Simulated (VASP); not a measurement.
# NaI (Fm-3m) in VASP: further runs

NaI is run at these levels: LDA; tasks: electric field gradients.

Program: VASP 6.6.1. These are calculated values, not measurements. Logs are shortened: lines on timing, memory, paths and dates and some standing lists are left out, and cuts for length are marked.

**1. The cell of the first run**

It takes space group Fm-3m (No. 225, cubic). The conventional cell has a = 6.494 Å, b = 6.494 Å, c = 6.494 Å, α = 90.00°, β = 90.00°, γ = 90.00°. Na (site symmetry m-3m) has 6 I at 3.25 Å within 4.3 Å. I (site symmetry m-3m) has 6 Na at 3.25 Å within 4.3 Å.

**2. Electric field gradients, LDA (34.24 Å³/atom)**

The input, INCAR:

```
SYSTEM = NaI
ALGO = Normal ; EDIFF = 1E-8
ENCUT = 520 ; GGA = CA
ISIF = 2 ; ISMEAR = -1
LASPH = .TRUE. ; LCHARG = .FALSE.
LEFG = .TRUE. ; LREAL = .FALSE.
LWAVE = .FALSE. ; NBANDS = 14
NELM = 80 ; PREC = Accurate
SIGMA = 0.02
```

The input, KPOINTS:

```
k-points
0
G
  8 8 8
  0 0 0
```

The input, POSCAR:

```
NaI
1.0
    0.0000000000      3.2471522385      3.2471522385
    3.2471522385      0.0000000000      3.2471522385
    3.2471522385      3.2471522385      0.0000000000
Na I
1 1
Direct
    0.0000000000      0.0000000000      0.0000000000
    0.5000000000      0.5000000000      0.5000000000
```

Potentials or basis: VASP PAW LDA potentials, release 64 (Na_pv, I).

The run is started by

```sh
$ cat potpaw_LDA.64/Na_pv/POTCAR potpaw_LDA.64/I/POTCAR > POTCAR
$ mpirun -np 1 vasp_std > vasp.out
```

OUTCAR:

```text
SYSTEM = NaI
   EDIFF = 1E-8
   ENCUT = 520
   GGA = CA
   ISIF = 2
   ISMEAR = -1
   LASPH = .TRUE.
   LREAL = .FALSE.
   NELM = 80
   PREC = Accurate

 ion  position               nearest neighbor table
   1  0.000  0.000  0.000-
   2  0.500  0.500  0.500-

  LATTYP: Found a face centered cubic cell.
 ALAT       =     6.4943044770

  Lattice vectors:

 A1 = (   0.0000000000,   3.2471522385,   3.2471522385)
 A2 = (   3.2471522385,   0.0000000000,   3.2471522385)
 A3 = (   3.2471522385,   3.2471522385,   0.0000000000)

Analysis of symmetry for initial positions (statically):
=====================================================================
 Subroutine PRICEL returns:
 Original cell was already a primitive cell.

 Routine SETGRP: Setting up the symmetry group for a
 face centered cubic supercell.

 Subroutine GETGRP returns: Found 48 space group operations
 (whereof 48 operations were pure point group operations)
 out of a pool of 48 trial point group operations.

The static configuration has the point symmetry O_h .

Analysis of symmetry for dynamics (positions and initial velocities):
=====================================================================
 Subroutine PRICEL returns:
 Original cell was already a primitive cell.

 Routine SETGRP: Setting up the symmetry group for a
 face centered cubic supercell.

 Subroutine GETGRP returns: Found 48 space group operations
 (whereof 48 operations were pure point group operations)
 out of a pool of 48 trial point group operations.

The dynamic configuration has the point symmetry O_h .

 Subroutine INISYM returns: Found 48 space group operations
 (whereof 48 operations are pure point group operations),
 and found     1 'primitive' translations

----------------------------------------------------------------------------------------

                                     Primitive cell

  volume of cell :      68.4759

  direct lattice vectors                    reciprocal lattice vectors
     0.000000000  3.247152239  3.247152239    -0.153981077  0.153981077  0.153981077
     3.247152239  0.000000000  3.247152239     0.153981077 -0.153981077  0.153981077
     3.247152239  3.247152239  0.000000000     0.153981077  0.153981077 -0.153981077

  length of vectors
     4.592166735  4.592166735  4.592166735     0.266703049  0.266703049  0.266703049

  position of ions in fractional coordinates (direct lattice)
     0.000000000  0.000000000  0.000000000
     0.500000000  0.500000000  0.500000000

  ion indices of the primitive-cell ions
   primitive index   ion index
                 1           1
                 2           2

----------------------------------------------------------------------------------------

 KPOINTS: k-points

Automatic generation of k-mesh.
 Grid dimensions read from file:
 generate k-points for:    8    8    8

 Generating k-lattice:

  Cartesian coordinates                     Fractional coordinates (reciprocal lattice)
    -0.019247635  0.019247635  0.019247635     0.125000000  0.000000000  0.000000000
     0.019247635 -0.019247635  0.019247635     0.000000000  0.125000000  0.000000000
     0.019247635  0.019247635 -0.019247635     0.000000000  0.000000000  0.125000000

  Length of vectors
     0.033337881  0.033337881  0.033337881

  Shift w.r.t. Gamma in fractional coordinates (k-lattice)
     0.000000000  0.000000000  0.000000000

 Subroutine IBZKPT returns following result:
 ===========================================

 Found     29 irreducible k-points:

 Following reciprocal coordinates:
            Coordinates               Weight
  0.000000  0.000000  0.000000      1.000000
  0.125000  0.000000  0.000000      8.000000
  0.250000  0.000000  0.000000      8.000000
  0.375000  0.000000  0.000000      8.000000
  0.500000  0.000000  0.000000      4.000000
  0.125000  0.125000  0.000000      6.000000
[... 16 lines left out ...]
  0.500000  0.250000  0.125000     48.000000
 -0.375000  0.250000  0.125000     24.000000
 [... further k-points ...]
   k-points           NKPTS =     29   k-points in BZ     NKDIM =     29   number of bands    NBANDS=     14
   number of dos      NEDOS =    301   number of ions     NIONS =      2
   total plane-waves  NPLWV =  46656
   dimension x,y,z NGX =    36 NGY =   36 NGZ =   36
   dimension x,y,z NGXF=    72 NGYF=   72 NGZF=   72
   ions per type =               1   1
   NGX,Y,Z   is equivalent  to a cutoff of  13.03, 13.03, 13.03 a.u.
   NGXF,Y,Z  is equivalent  to a cutoff of  26.07, 26.07, 26.07 a.u.
 SYSTEM =  NaI
   PREC   = accura    normal or accurate (medium, high low for compatibility)
   ISTART =      0    job   : 0-new  1-cont  2-samecut
   ICHARG =      2    charge: 1-file 2-atom 10-const
   ISPIN  =      1    spin polarized calculation?
   LNONCOLLINEAR =      F non collinear calculations
   LSORBIT =      F    spin-orbit coupling
   LASPH  =      T    aspherical Exc in radial PAW
   ENCUT  =  520.0 eV  38.22 Ry    6.18 a.u.   8.54  8.54  8.54*2*pi/ulx,y,z
   NELM   =     80;   NELMIN=  2; NELMDL= -5     # of ELM steps
   EDIFF  = 0.1E-07   stopping-criterion for ELM
   LREAL  =      F    real-space projection
   EDIFFG = 0.1E-06   stopping-criterion for IOM
   NSW    =      0    number of steps for IOM
   IBRION =     -1    ionic relax: 0-MD 1-quasi-New 2-CG
   NFREE  =      0    steps in history (QN), initial steepest desc. (CG)
   ISIF   =      2    stress and relaxation
   ISYM   =      2    0-nonsym 1-usesym 2-fastsym
   POTIM  = 0.5000    time-step for ionic-motion
   TEBEG  =    0.0;   TEEND  =   0.0 temperature during run
   PSTRESS=    0.0 pullay stress
   NELECT =      14.0000    total number of electrons
   NUPDOWN=      -1.0000    fix difference up-down
   EMIN   =  10.00;   EMAX   =-10.00  energy-range for DOS
   EFERMI =   0.00;   METHOD = LEGACY
   ISMEAR =    -1;   SIGMA  =   0.02  broadening in eV -4-tet -1-fermi 0-gaus
   EFERMI_NEDOS =   21; number of points for ismear=-14 and -15
   IALGO  =     38    algorithm
   IMIX   =      4    mixing-type and parameters
     AMIX     =   0.40;   BMIX     =  1.00
     AMIX_MAG =   1.60;   BMIX_MAG =  1.00
  volume/ion in A,a.u.               =      34.24       231.05
  Fermi-wavevector in a.u.,A,eV,Ry     =   0.964432  1.822512 12.655170  0.930129
  Thomas-Fermi vector in A             =   2.094063
   LORBIT       =      0    0 simple, 1 ext, 2 COOP (PROOUT), +10 PAW based schemes
   GGA     = CA    functional components
   LHFCALC =     F    Hartree Fock is set to
   AEXX    =    0.0000 exact exchange contribution
   IVDW    =     0    specifies the selected vdW correction
   LEPSILON=     F    determine dielectric tensor
   LRPA    =     F    only Hartree local field effects (RPA)
 non-spin polarized calculation
  energy-cutoff  :      520.00
  volume of cell :       68.48
 maximum number of plane-waves:      1868
 NGX is ok and might be reduce to    36
   NGX = 17   NGY = 17   NGZ = 17

 number of electron      13.9999997 magnetization

 Free energy of the ion-electron system (eV)
  ---------------------------------------------------
  ext. energy  EPLUGINS =         0.00000000
  ---------------------------------------------------
  free energy    TOTEN  =        -5.97477452 eV

  energy without entropy =       -5.97477452  energy(sigma->0) =       -5.97477452

 E-fermi :   1.0384     XC(G=0):  -8.0604

 val. band max:        0.5497739339   @ k =   0.0000   0.0000   0.0000
 cond. band min:       3.8694502355   @ k =   0.0000   0.0000   0.0000
 fundamental gap:      3.3196763017
 Fermi energy:         1.0384422643

 k-point     1 :       0.0000    0.0000    0.0000
  band No.  band energies     occupation
      1     -21.8485      2.00000
      2     -21.8485      2.00000
      3     -21.8485      2.00000
      4     -10.5087      2.00000
      5       0.5498      2.00000
      6       0.5498      2.00000
      7       0.5498      2.00000
      8       3.8695      0.00000
      9       8.3456      0.00000
     10       8.3456      0.00000
     11       8.3456      0.00000
     12      10.1990      0.00000
     13      10.1990      0.00000
     14      10.7333      0.00000
[... 375 lines left out ...]
 k-point    24 :      -0.3750    0.2500    0.1250
  band No.  band energies     occupation
      1     -21.8528      2.00000
      2     -21.8501      2.00000
      3     -21.8493      2.00000
      4     -10.1600      2.00000
      5      -1.3840      2.00000
      6      -0.3736      2.00000
      7       0.0605      2.00000
      8       6.4620      0.00000
      9       6.6301      0.00000
     10       8.6023      0.00000
     11       8.6226      0.00000
     12      10.8286      0.00000
     13      11.7119      0.00000
     14      13.0120      0.00000

 [... further k-points ...]

------------------------ aborting loop because EDIFF is reached ----------------------------------------

  FORCE on cell =-STRESS in cart. coord.  units (eV):
  Direction    XX          YY          ZZ          XY          YZ          ZX
  --------------------------------------------------------------------------------------
  -------------------------------------------------------------------------------------
  Total       -0.7468305     -0.7468305     -0.7468305      0.0000000      0.0000000     -0.0000000
  in kB      -17.4740953    -17.4740953    -17.4740953      0.0000000      0.0000000     -0.0000000
  external PRESSURE =     -17.4740953 kB  Pullay stress =       0.0000000 kB

 VOLUME and BASIS-vectors are now :
 -----------------------------------------------------------------------------
  energy-cutoff  :      520.00
  volume of cell :       68.48
      direct lattice vectors                 reciprocal lattice vectors
     0.000000000  3.247152239  3.247152239    -0.153981077  0.153981077  0.153981077
     3.247152239  0.000000000  3.247152239     0.153981077 -0.153981077  0.153981077
     3.247152239  3.247152239  0.000000000     0.153981077  0.153981077 -0.153981077

 POSITION                                       TOTAL-FORCE (eV/Angst)
 -----------------------------------------------------------------------------------
      0.00000      0.00000      0.00000        -0.000000      0.000000      0.000000
      3.24715      3.24715      3.24715         0.000000     -0.000000     -0.000000
 -----------------------------------------------------------------------------------
    total drift:                                0.000000      0.000000      0.000000

  FREE ENERGIE OF THE ION-ELECTRON SYSTEM (eV)
  ---------------------------------------------------
  free  energy   TOTEN  =        -5.9747745227 eV

  energy  without entropy=       -5.9747745227  energy(sigma->0) =       -5.97477452

 Electric field gradients (V/A^2)
---------------------------------------------------------------------
 ion       V_xx      V_yy      V_zz      V_xy      V_xz      V_yz
---------------------------------------------------------------------
   1      -0.000     0.000     0.000    -0.002    -0.002    -0.002
   2      -0.000     0.000     0.000    -0.000    -0.000    -0.000
---------------------------------------------------------------------

 Electric field gradients after diagonalization (V/A^2)
 (convention: |V_zz| > |V_xx| > |V_yy|)
----------------------------------------------------------------------
 ion       V_xx      V_yy      V_zz     asymmetry (V_yy - V_xx)/ V_zz
----------------------------------------------------------------------
   1       0.002     0.002    -0.004       0.000
   2       0.000     0.000    -0.001       0.000
----------------------------------------------------------------------

           NMR quadrupolar parameters

 Cq : quadrupolar parameter    Cq=e*Q*V_zz/h
 eta: asymmetry parameters     (V_yy - V_xx)/ V_zz
 Q  : nuclear electric quadrupole moment in mb (millibarn)
----------------------------------------------------------------------
 ion       Cq(MHz)       eta       Q (mb)
----------------------------------------------------------------------
   1      -0.000       0.000       1.000
   2      -0.000       0.000       1.000
----------------------------------------------------------------------
```

It took 22 s on 1 thread of Intel Xeon Platinum 8259CL at 2.50GHz (Skylake/Cascade Lake), shared host; peak memory 0.18 GiB.

Results:

```yaml
Free_energy: -5.9748 eV
Pressure: -1.7 GPa
Band_gap_on_the_k_mesh: 3.32 eV
Largest_electric_field_gradient_by_atom: zero within the noise of the run
```

Caveat: spin-orbit coupling is left out, which moves the levels of the heavy elements.

[end of part 1 of 2]
